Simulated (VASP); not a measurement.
# Al17N16 (a cell with a defect) in VASP: further runs

The runs below take Al17N16 (a cell with a defect) through single point, with PBE.

All numbers are computed with VASP 6.6.1; they aren't measurements. Logs are shortened: lines on timing, memory, paths and dates and some standing lists are left out, and cuts for length are marked.

### 1 The cell of the first run

The cell holds a defect, 33 atoms: a = 7.627 Å, b = 7.627 Å, c = 7.627 Å, α = 109.47°, β = 109.47°, γ = 109.47°.

### 2 Single point, PBE

The input, INCAR:

```
SYSTEM = Al17N16
  ALGO = Normal
  EDIFF = 1E-6
  ENCUT = 520
  GGA = PE
  ISIF = 2
  ISMEAR = 0
  LASPH = .TRUE.
  LCHARG = .TRUE.
  LELF = .TRUE.
  LREAL = Auto
  LVHAR = .TRUE.
  LWAVE = .FALSE.
  NBANDS = 88
  NELM = 100
  PREC = Accurate
  SIGMA = 0.02
```

The input, KPOINTS:

```
Automatic mesh
0
Gamma
  2 2 2
  0.5 0.5 0.5
```

The input, POSCAR:

```
Al17N16
1.0
   -4.4031742052      4.4031742052     -4.4031742052
    4.4031742052      4.4031742052      4.4031742052
    4.4031742052     -4.4031742052     -4.4031742052
Al N
17 16
Direct
    0.4914689720      0.4863617473     -0.0080087678
    0.2496129948      0.7466909885     -0.0048789803
    0.7480260481      0.4916750733      0.7411612278
   -0.0066310118     -0.0332183087     -0.0384889382
    0.4995127146      0.7460983479      0.7429720805
    0.7422286395      0.2518209474     -0.0130043685
    0.2559835127     -0.0006605462      0.7531595039
   -0.0016945730      0.5181884463      0.5096881012
    0.7434812586      0.7391222442      0.4919297759
    0.0052198707      0.2503131715      0.7511847921
    0.2636552509      0.5202560456      0.2431786593
    0.5053410100     -0.0050288721      0.4990905192
    0.2585820926      0.2354168724      0.5586836644
    0.0034711323      0.8283692241      0.2468164895
    0.7273954767     -0.0271884542      0.2455348005
    0.5004840593      0.2479566897      0.2447000618
    0.0187419339      0.2181581866      0.2581754541
    0.2552898086      0.7519289144      0.7522124598
   -0.0047800743     -0.0109993377      0.7292172307
    0.5051833964      0.7497463980      0.4996040124
    0.7520549598      0.2466520627      0.7442140254
    0.2631494794     -0.0177878495      0.5074321151
    0.5077965113      0.5027743389      0.7522524310
   -0.0102769043      0.2622178788      0.5033863973
    0.7356838156      0.7305815873      0.2415798128
    0.4933842948     -0.0034471723      0.2471000350
    0.7433181944      0.4953226691      0.4946330530
   -0.0020221775      0.7336769679     -0.0176203567
    0.2491791033      0.2552094120      0.2146818309
    0.0039636179      0.4619736593      0.2496962302
    0.7491481932      0.0029486683     -0.0062549195
    0.5034187604      0.2462390652     -0.0009588537
    0.2506319188      0.5036314478     -0.0080705415
```

Potentials or basis: VASP PAW PBE potentials, release 64 (Al, N).

Command:

```bash
$ cat potpaw_PBE.64/Al/POTCAR potpaw_PBE.64/N/POTCAR > POTCAR
$ mpirun -np 1 vasp_std > vasp.out
```

OUTCAR:

```text
SYSTEM = Al17N16
   EDIFF = 1E-6
   ENCUT = 520
   GGA = PE
   ISIF = 2
   ISMEAR = 0
   LASPH = .TRUE.
   LREAL = Auto
   NELM = 100
   PREC = Accurate

 ion  position               nearest neighbor table
   1  0.491  0.486  0.992-  25 1.88  32 1.88  33 1.88  23 1.92  13 2.71  11 2.99   6 3.02  10 3.03
                            15 3.03   7 3.03  16 3.06   9 3.11   2 3.13   3 3.16   5 3.17  14 3.26
   2  0.250  0.747  0.995-  33 1.85  28 1.86  18 1.88  26 1.90  11 2.96   4 2.97  15 2.98   8 3.03
                             7 3.08  10 3.09  16 3.12   3 3.12   5 3.13   1 3.13  12 3.14  14 3.16
   3  0.748  0.492  0.741-  28 1.86  27 1.88  21 1.89  23 1.89   4 2.96   8 3.00   6 3.03  13 3.09
                            16 3.09   9 3.09  12 3.09  10 3.11   2 3.12   5 3.13   1 3.16  14 3.21
   4  0.993  0.967  0.962-  19 1.84  28 1.85  29 2.04  31 2.05  17 2.32  14 2.71   9 2.93   7 2.94
                             3 2.96   2 2.97   5 3.08  10 3.09  16 3.17   6 3.34
   5  0.500  0.746  0.743-  20 1.88  23 1.90  18 1.90  31 1.93  12 3.07   9 3.08   4 3.08   7 3.09
                            11 3.12   8 3.13   2 3.13   3 3.13  15 3.14   6 3.15   1 3.17  13 3.22
   6  0.742  0.252  0.987-  32 1.84  21 1.87  30 1.90  31 1.93  17 2.57   1 3.02   3 3.03   7 3.03
                            12 3.04  10 3.11  16 3.11   5 3.15  11 3.25   8 3.26   4 3.34  15 3.35
   7  0.256  0.999  0.753-  22 1.86  32 1.88  18 1.88  19 1.91  13 2.69   4 2.94   8 3.00   6 3.03
                             1 3.03  16 3.06   2 3.08   5 3.09  10 3.12  12 3.13   9 3.19  14 3.21
   8  0.998  0.518  0.510-  27 1.85  18 1.87  30 1.90  24 1.92  17 2.54   9 2.97   7 3.00   3 3.00
                             2 3.03  16 3.10   5 3.13  10 3.18   6 3.26  11 3.31
   9  0.743  0.739  0.492-  20 1.87  27 1.87  25 1.87  19 1.88   4 2.93   8 2.97  15 2.99  11 2.99
                            16 3.06  12 3.08   5 3.08   3 3.09   1 3.11  10 3.18   7 3.19  14 3.21
  10  0.005  0.250  0.751-  33 1.88  24 1.89  21 1.90  19 1.92  13 2.80   1 3.03  11 3.07   4 3.09
                             2 3.09   3 3.11   6 3.11  12 3.11   7 3.12  15 3.16   8 3.18   9 3.18
  11  0.264  0.520  0.243-  33 1.84  20 1.86  30 1.90  29 1.92  17 2.50   2 2.96  12 2.96   1 2.99
                             9 2.99  10 3.07   5 3.12  16 3.17   6 3.25   8 3.31
  12  0.505  0.995  0.499-  22 1.84  20 1.87  21 1.89  26 1.90  11 2.96  15 2.97   6 3.04   5 3.07
                            13 3.07   9 3.08   3 3.09  10 3.11   7 3.13   2 3.14  16 3.16  14 3.19
  13  0.259  0.235  0.559-  22 1.85  23 1.87  24 2.05  17 2.34  14 2.65   7 2.69   1 2.71  10 2.80
                            12 3.07   3 3.09   5 3.22  15 3.33
  14  0.003  0.828  0.247-  22 1.88  28 1.88  25 1.91  13 2.65  15 2.68   4 2.71  17 2.91   2 3.16
                            12 3.19   9 3.21   3 3.21   7 3.21   1 3.26
  15  0.727  0.973  0.246-  26 1.86  25 1.86  31 2.06  24 2.07  17 2.33  14 2.68  12 2.97   2 2.98
                             9 2.99   1 3.03  16 3.13   5 3.14  10 3.16  13 3.33   6 3.35
  16  0.500  0.248  0.245-  29 1.87  32 1.88  27 1.88  26 1.91   9 3.06   1 3.06   7 3.06   3 3.09
                             8 3.10   6 3.11   2 3.12  15 3.13  12 3.16   4 3.17  11 3.17
  17  0.019  0.218  0.258-  29 1.84  24 1.89  30 1.92  31 1.94   4 2.32  15 2.33  13 2.34  11 2.50
                             8 2.54   6 2.57  14 2.91
  18  0.255  0.752  0.752-   8 1.87   2 1.88   7 1.88   5 1.90
  19  0.995  0.989  0.729-   4 1.84   9 1.88   7 1.91  10 1.92
  20  0.505  0.750  0.500-  11 1.86   9 1.87  12 1.87   5 1.88
  21  0.752  0.247  0.744-   6 1.87   3 1.89  12 1.89  10 1.90
  22  0.263  0.982  0.507-  12 1.84  13 1.85   7 1.86  14 1.88
  23  0.508  0.503  0.752-  13 1.87   3 1.89   5 1.90   1 1.92
  24  0.990  0.262  0.503-  17 1.89  10 1.89   8 1.92  13 2.05  15 2.07
  25  0.736  0.731  0.242-  15 1.86   9 1.87   1 1.88  14 1.91
  26  0.493  0.997  0.247-  15 1.86   2 1.90  12 1.90  16 1.91
  27  0.743  0.495  0.495-   8 1.85   9 1.87   3 1.88  16 1.88
  28  0.998  0.734  0.982-   4 1.85   2 1.86   3 1.86  14 1.88
  29  0.249  0.255  0.215-  17 1.84  16 1.87  11 1.92   4 2.04
  30  0.004  0.462  0.250-  11 1.90   8 1.90   6 1.90  17 1.92
  31  0.749  0.003  0.994-   5 1.93   6 1.93  17 1.94   4 2.05  15 2.06
  32  0.503  0.246  0.999-   6 1.84  16 1.88   1 1.88   7 1.88
  33  0.251  0.504  0.992-  11 1.84   2 1.85  10 1.88   1 1.88

  LATTYP: Found a body centered cubic cell.
 ALAT       =     8.8063484104

  Lattice vectors:

 A1 = (  -4.4031742052,   4.4031742052,  -4.4031742052)
 A2 = (   4.4031742052,   4.4031742052,   4.4031742052)
 A3 = (   4.4031742052,  -4.4031742052,  -4.4031742052)

Analysis of symmetry for initial positions (statically):
=====================================================================
 Subroutine PRICEL returns:
 Original cell was already a primitive cell.

 Routine SETGRP: Setting up the symmetry group for a
 body centered cubic supercell.

 Subroutine GETGRP returns: Found  1 space group operations
 (whereof  1 operations were pure point group operations)
 out of a pool of 48 trial point group operations.

The static configuration has the point symmetry C_1 .

Analysis of symmetry for dynamics (positions and initial velocities):
=====================================================================
 Subroutine PRICEL returns:
 Original cell was already a primitive cell.

 Routine SETGRP: Setting up the symmetry group for a
[... 119 lines left out ...]
 ===========================================

 Found      4 irreducible k-points:

 Following reciprocal coordinates:
            Coordinates               Weight
  0.250000  0.250000  0.250000      2.000000
 -0.250000  0.250000  0.250000      2.000000
  0.250000 -0.250000  0.250000      2.000000
  0.250000  0.250000 -0.250000      2.000000
   k-points           NKPTS =      4   k-points in BZ     NKDIM =      4   number of bands    NBANDS=     88
   number of dos      NEDOS =    301   number of ions     NIONS =     33
   total plane-waves  NPLWV = 216000
   dimension x,y,z NGX =    60 NGY =   60 NGZ =   60
   dimension x,y,z NGXF=   120 NGYF=  120 NGZF=  120
   ions per type =              17  16
   NGX,Y,Z   is equivalent  to a cutoff of  13.08, 13.08, 13.08 a.u.
   NGXF,Y,Z  is equivalent  to a cutoff of  26.16, 26.16, 26.16 a.u.
 SYSTEM =  Al17N16
   PREC   = accura    normal or accurate (medium, high low for compatibility)
   ISTART =      0    job   : 0-new  1-cont  2-samecut
   ICHARG =      2    charge: 1-file 2-atom 10-const
   ISPIN  =      1    spin polarized calculation?
   LNONCOLLINEAR =      F non collinear calculations
   LSORBIT =      F    spin-orbit coupling
   LASPH  =      T    aspherical Exc in radial PAW
   ENCUT  =  520.0 eV  38.22 Ry    6.18 a.u.  14.18 14.18 14.18*2*pi/ulx,y,z
   NELM   =    100;   NELMIN=  2; NELMDL= -5     # of ELM steps
   EDIFF  = 0.1E-05   stopping-criterion for ELM
   LREAL  =      T    real-space projection
   EDIFFG = 0.1E-04   stopping-criterion for IOM
   NSW    =      0    number of steps for IOM
   IBRION =     -1    ionic relax: 0-MD 1-quasi-New 2-CG
   NFREE  =      0    steps in history (QN), initial steepest desc. (CG)
   ISIF   =      2    stress and relaxation
   ISYM   =      2    0-nonsym 1-usesym 2-fastsym
   POTIM  = 0.5000    time-step for ionic-motion
   TEBEG  =    0.0;   TEEND  =   0.0 temperature during run
   PSTRESS=    0.0 pullay stress
   NELECT =     131.0000    total number of electrons
   NUPDOWN=      -1.0000    fix difference up-down
   EMIN   =  10.00;   EMAX   =-10.00  energy-range for DOS
   EFERMI =   0.00;   METHOD = LEGACY
   ISMEAR =     0;   SIGMA  =   0.02  broadening in eV -4-tet -1-fermi 0-gaus
   EFERMI_NEDOS =   21; number of points for ismear=-14 and -15
   IALGO  =     38    algorithm
   IMIX   =      4    mixing-type and parameters
     AMIX     =   0.40;   BMIX     =  1.00
     AMIX_MAG =   1.60;   BMIX_MAG =  1.00
  volume/ion in A,a.u.               =      10.35        69.83
  Fermi-wavevector in a.u.,A,eV,Ry     =   1.189541  2.247906 19.252348  1.415008
  Thomas-Fermi vector in A             =   2.325646
   LORBIT       =      0    0 simple, 1 ext, 2 COOP (PROOUT), +10 PAW based schemes
   GGA     = PE    functional components
   LHFCALC =     F    Hartree Fock is set to
   AEXX    =    0.0000 exact exchange contribution
   IVDW    =     0    specifies the selected vdW correction
   LEPSILON=     F    determine dielectric tensor
   LRPA    =     F    only Hartree local field effects (RPA)
 non-spin polarized calculation
 Gauss-broadening in eV      SIGMA  =   0.02
  energy-cutoff  :      520.00
  volume of cell :      341.47
 maximum number of plane-waves:      9184
 NGX is ok and might be reduce to    60
   NGX = 29   NGY = 29   NGZ = 29

 number of electron     131.0000002 magnetization

 Free energy of the ion-electron system (eV)
  ---------------------------------------------------
  ext. energy  EPLUGINS =         0.00000000
  ---------------------------------------------------
  free energy    TOTEN  =      -232.43719063 eV

  energy without entropy =     -232.43452974  energy(sigma->0) =     -232.43586018

 E-fermi :   9.9181     XC(G=0): -11.0077

 val. band max:        9.9007858364   @ k =   0.2500  -0.2500   0.2500
 cond. band min:       9.9354628704   @ k =  -0.2500   0.2500   0.2500
 fundamental gap:      0.0346770341
 Fermi energy:         9.9181243534

 k-point     1 :       0.2500    0.2500    0.2500
  band No.  band energies     occupation
      1      -8.5235      2.00000
      2      -8.1821      2.00000
      3      -8.0707      2.00000
      4      -8.0135      2.00000
      5      -7.1142      2.00000
      6      -6.9056      2.00000
[... 309 lines left out ...]
     76      12.8776      0.00000
     77      12.9918      0.00000
 [bands above 77 left out]

------------------------ aborting loop because EDIFF is reached ----------------------------------------

  FORCE on cell =-STRESS in cart. coord.  units (eV):
  Direction    XX          YY          ZZ          XY          YZ          ZX
  --------------------------------------------------------------------------------------
  -------------------------------------------------------------------------------------
  Total       22.4005008     22.4636217     22.6350270     -2.1037601      5.3436604     -0.0743663
  in kB      105.1019359    105.3980955    106.2023201     -9.8707285     25.0721648     -0.3489228
  external PRESSURE =     105.5674505 kB  Pullay stress =       0.0000000 kB

 VOLUME and BASIS-vectors are now :
 -----------------------------------------------------------------------------
  energy-cutoff  :      520.00
  volume of cell :      341.47
      direct lattice vectors                 reciprocal lattice vectors
    -4.403174205  4.403174205 -4.403174205     0.000000000  0.113554444 -0.113554444
     4.403174205  4.403174205  4.403174205     0.113554444  0.113554444  0.000000000
     4.403174205 -4.403174205 -4.403174205     0.113554444  0.000000000 -0.113554444

 POSITION                                       TOTAL-FORCE (eV/Angst)
 -----------------------------------------------------------------------------------
      4.34542     -0.06235     -4.39040        -0.000535      0.016270     -0.011657
      6.57041      0.00521     -2.19297        -0.019605      0.010464     -0.044313
      2.13470      2.19516     -4.39222         0.029533     -0.032256      0.011273
      4.11663      4.39718     -4.35077         0.058945      0.038841     -0.006829
      4.35719      2.21321     -2.18568         0.008391     -0.017117     -0.032430
      2.18656      0.03106     -6.50526         0.038244      0.001150      0.029120
[... 25 lines left out ...]
      3.26655     -1.09808     -5.53136         0.012706     -0.022978      0.033370
      5.48164     -1.04649     -3.25364        -0.009244     -0.018829     -0.018096
 -----------------------------------------------------------------------------------
    total drift:                               -0.017812     -0.011435     -0.006165

  FREE ENERGIE OF THE ION-ELECTRON SYSTEM (eV)
  ---------------------------------------------------
  free  energy   TOTEN  =      -232.4371906268 eV

  energy  without entropy=     -232.4345297393  energy(sigma->0) =     -232.43586018
```

It took 3.3 min on 1 thread of Intel Xeon Platinum 8488C (Sapphire Rapids), shared host; peak memory 0.48 GiB.

What came out:

```yaml
Free_energy: -232.4372 eV
Pressure: 10.6 GPa
Largest_force: 0.275 eV/Å
Band_gap_on_the_k_mesh: zero (an odd number of electrons rules out a gap without spin polarisation)
```

Forces on the atoms (eV/Å):
```
Al  -0.001  0.016 -0.012
Al  -0.020  0.010 -0.044
Al   0.030 -0.032  0.011
Al   0.059  0.039 -0.007
Al   0.008 -0.017 -0.032
Al   0.038  0.001  0.029
Al  -0.003 -0.022 -0.039
Al   0.008  0.021  0.003
Al  -0.008  0.015 -0.009
Al   0.020 -0.033 -0.031
Al  -0.025  0.020  0.007
Al  -0.009 -0.010  0.003
Al  -0.046  0.066  0.035
Al   0.010 -0.030 -0.015
Al  -0.006 -0.029  0.003
Al  -0.005 -0.015  0.029
Al  -0.025  0.153  0.227
N   -0.002  0.000 -0.009
N    0.034 -0.006 -0.019
N    0.003  0.026 -0.012
N    0.007 -0.016  0.002
N   -0.029 -0.007 -0.044
N   -0.024 -0.023  0.009
N   -0.007  0.003 -0.004
N    0.010 -0.016 -0.031
N   -0.011 -0.006 -0.007
N    0.016  0.015  0.015
N    0.003 -0.037 -0.021
N    0.005 -0.007 -0.039
N   -0.009 -0.016 -0.018
N   -0.024 -0.023  0.005
N    0.013 -0.023  0.033
N   -0.009 -0.019 -0.018
```

Stress tensor (GPa, compression positive):
```
10.51 -0.99 -0.03
-0.99 10.54  2.51
-0.03  2.51 10.62
```

Caveat: the k points lie up to 0.50 Å⁻¹ apart, too coarse for converged energies and pressures of a metal.

### 3 Single point, PBE

The input, INCAR:

```
SYSTEM = Al17N16
PREC = Accurate ; ENCUT = 520
EDIFF = 1E-7 ; ISMEAR = 0
SIGMA = 0.02 ; LREAL = Auto
LASPH = .TRUE. ; NELM = 80
ALGO = Normal ; ISIF = 2
LWAVE = .FALSE. ; LCHARG = .FALSE.
GGA = PE ; NBANDS = 88
```

KPOINTS is that of step 2.

The input, POSCAR:

```
Al17N16
1.0
   -4.4031742052      4.4031742052     -4.4031742052
    4.4031742052      4.4031742052      4.4031742052
    4.4031742052     -4.4031742052     -4.4031742052
Al N
17 16
Direct
    0.4881377388      0.4868875044      0.0088804118
    0.2441481872      0.7511132528     -0.0054123455
    0.7548818977      0.4954363371      0.7457424683
   -0.0244498616     -0.0406577146     -0.0690992420
    0.5033699319      0.7584314961      0.7509118072
    0.7550975376      0.2493110535     -0.0020521559
    0.2560560740      0.0125113151      0.7509032907
   -0.0024945640      0.5056264859      0.4979785940
    0.7307147867      0.7307041125      0.4812257933
    0.0180385777      0.2535746823      0.7546391183
    0.2483048476      0.5063845753      0.2467740201
    0.4980267411     -0.0012119666      0.5013939711
    0.2891393664      0.2806915971      0.6372795781
   -0.0110604300      0.7413908349      0.2371107640
    0.7128913946     -0.0239673688      0.2399363393
    0.4971317050      0.2472333479      0.2464597014
    0.0556643886      0.1155785523      0.2761236425
    0.2501838330      0.7539965137      0.7475354929
   -0.0184882533     -0.0213433527      0.7092405057
    0.4952545365      0.7482646260      0.4979924477
    0.7564440662      0.2466549015      0.7467314139
    0.2422812386      0.0013724190      0.4795180480
    0.5325566036      0.5318070308      0.7718823607
   -0.0053437586      0.2466152710      0.4823049012
    0.7394296360      0.7412935187      0.2429472354
    0.4871006460     -0.0018124425      0.2492001108
    0.7448851322      0.4926143956      0.4947760180
   -0.0023973614      0.7476323549     -0.0090090689
    0.2318962304      0.2367109388      0.1944744768
   -0.0002944467      0.5017803968      0.2494457291
    0.7680812392      0.0053313812      0.0117330130
    0.5167592500      0.2453489119      0.0106000803
    0.2480567311      0.5171971160      0.0093316771
```

Potentials or basis: VASP PAW PBE potentials, release 64 (Al, N).

Command:

```bash
$ cat potpaw_PBE.64/Al/POTCAR potpaw_PBE.64/N/POTCAR > POTCAR
$ mpirun -np 1 vasp_std > vasp.out
```

Wall time 9.3 min (1 thread of Intel Xeon 8259CL, shared host); peak memory 0.5 GiB.

Results (log left out):

| Quantity | Value |
| --- | --- |
| Free energy | -231.0318 eV |
| Pressure | 10.0 GPa |
| Largest force | 0.140 eV/Å |
| Band gap on the k mesh | zero (an odd number of electrons rules out a gap without spin polarisation) |

Forces in eV/Å, atoms in the order of the input:
```
Al   0.033  0.032 -0.035
Al  -0.008  0.012  0.005
Al  -0.014 -0.020  0.003
Al  -0.029  0.023  0.006
Al  -0.004 -0.022  0.007
Al   0.016  0.039  0.001
Al  -0.029 -0.051 -0.027
Al  -0.002  0.027  0.009
Al  -0.006  0.013 -0.013
Al   0.029 -0.039  0.022
Al   0.020 -0.016  0.024
Al   0.007  0.007  0.004
Al  -0.089  0.058  0.090
Al  -0.006 -0.021 -0.021
Al  -0.003 -0.007 -0.018
Al  -0.001 -0.005  0.000
Al   0.068  0.003  0.005
N    0.005 -0.002 -0.012
N    0.012 -0.014 -0.007
N    0.000 -0.001  0.002
N    0.008 -0.002  0.006
N   -0.001  0.001 -0.036
N   -0.009 -0.026  0.006
N    0.008 -0.009 -0.020
N   -0.007 -0.008 -0.008
N    0.012  0.000  0.013
N    0.007 -0.006  0.010
N   -0.010  0.000 -0.004
N   -0.011  0.008 -0.022
N   -0.004  0.012  0.009
N    0.001  0.010 -0.006
N    0.004  0.003  0.007
N    0.006  0.003  0.002
```

Stress tensor (GPa, compression positive):
```
11.11 -2.35 -5.46
-2.35 10.28  1.35
-5.46  1.35  8.56
```

Levels at points of the mesh, in eV from the Fermi level:
```csv
k point,band 62,band 63,band 64,band 65,band 66,band 67,band 68,band 69
"(0.25, 0.25, 0.25)",-3.97,-3.94,-3.70,-0.45,0.52,1.08,1.32,1.53
```

Caveat: the k points lie up to 0.50 Å⁻¹ apart, too coarse for converged energies and pressures of a metal.
